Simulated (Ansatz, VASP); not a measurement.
# SiS2: VASP beside Ansatz

The input POSCAR:

```
SiS2
1.0
   -2.7679656562      4.8810386948      2.7714513474
    2.7679656562     -4.8810386948      2.7714513474
    2.7679656562      4.8810386948     -2.7714513474
Si S
2 4
Direct
    0.7500000000      0.7500000000      0.0000000000
    0.2500000000      0.2500000000      0.0000000000
    0.8826845766      0.7893462369      0.6720308135
    0.1173154234      0.2106537631      0.3279691865
    0.3826845766      0.7106537631      0.0933383396
    0.6173154234      0.2893462369      0.9066616604
```

The input INCAR.step1:

```
SYSTEM = SiS2
ALGO = Normal
EDIFF = 1E-5
ENCUT = 400
GGA = PE
GGA_COMPAT = .False.
ISIF = 2
ISMEAR = 0
KPAR = 4
LASPH = .True.
LREAL = .False.
LWAVE = .True.
NBANDS = 25
NELM = 120
PREC = Accurate
SIGMA = 0.05
```

INCAR.step2

```
SYSTEM = SiS2
AEXX = 0.25
ALGO = Normal
EDIFF = 1E-6
ENCUT = 400
GGA = PE
GGA_COMPAT = .False.
HFSCREEN = 0.15
ISIF = 2
ISMEAR = 0
ISTART = 1
KPAR = 4
LASPH = .True.
LCHARG = .True.
LHFCALC = .True.
LREAL = .False.
LVHAR = .True.
LWAVE = .False.
NBANDS = 25
NELM = 120
PREC = Accurate
PRECFOCK = Normal
SIGMA = 0.05
```

File KPOINTS:

```
k-points
0
Gamma
  4 4 4
  0 0 0
```

Input for Ansatz:

```yaml
crystal:
  lattice:
    - [-2.7679656562, 4.8810386948, 2.7714513474]
    - [2.7679656562, -4.8810386948, 2.7714513474]
    - [2.7679656562, 4.8810386948, -2.7714513474]
  atoms:
    - { symbol: Si, position: [0.75, 0.75, 0.0] }
    - { symbol: Si, position: [0.25, 0.25, 0.0] }
    - { symbol: S, position: [0.8826845766, 0.7893462369, 0.6720308135] }
    - { symbol: S, position: [0.1173154234, 0.2106537631, 0.3279691865] }
    - { symbol: S, position: [0.3826845766, 0.7106537631, 0.0933383396] }
    - { symbol: S, position: [0.6173154234, 0.2893462369, 0.9066616604] }
basis:
  ecutwfc: 420
  ecutrho_ratio: 4
kpoints:
  mp_grid: { grid: [4, 4, 4] }
hamiltonian:
  xc: { preset: hse06, exx: { coeff: 0.25, omega: 0.15 } }
scf:
  occupations: { method: gaussian, width: 0.05 }
  n_extra_bands: 15
output:
  forces: true
  stress: true
  eigenvalues: true
  populations: true
  dos: { projected: true, de: 0.02 }
```

Alike in both runs: task single point; functional PBE-based screened hybrid with a share of 0.25 of exact exchange and HFSCREEN = 0.15; k mesh 4 × 4 × 4; occupations gaussian, width 0.05 eV; no spin polarisation.

|  | VASP | Ansatz |
| --- | --- | --- |
| version | VASP 6.6.1 | Ansatz 0.2.0 |
| potentials or method | VASP PAW PBE potentials, release 64 (Si, S), cutoff 400 eV | scalar-relativistic, plane waves, PAW |
| valence electrons in the cell | 32 | 32 |

|  | VASP | Ansatz | Ansatz less VASP |
| --- | --- | --- | --- |
| gap on the k mesh at the Fermi level (eV) | 4.08 | 4.09 | +0.002 |
| least direct gap on the mesh (eV) | 4.39 | 4.39 | +0.003 |
| pressure (GPa) | -0.9 | -0.5 | +0.38 |
| traceless stress, the component that is largest in VASP (GPa) | -0.26 | -0.18 | +0.079 |
| rms of the force components (eV/Å) | 0.255 | 0.217 | -0.0378 |

VASP's potentials were made for PBE, not for PBE-based screened hybrid. Atom by atom the forces differ by 0.038 eV/Å (rms over components). With one functional, cell and mesh, what is left measures potentials, basis and numerics. Ansatz's warnings: stress exchange threshold loose, stress scf threshold loose.
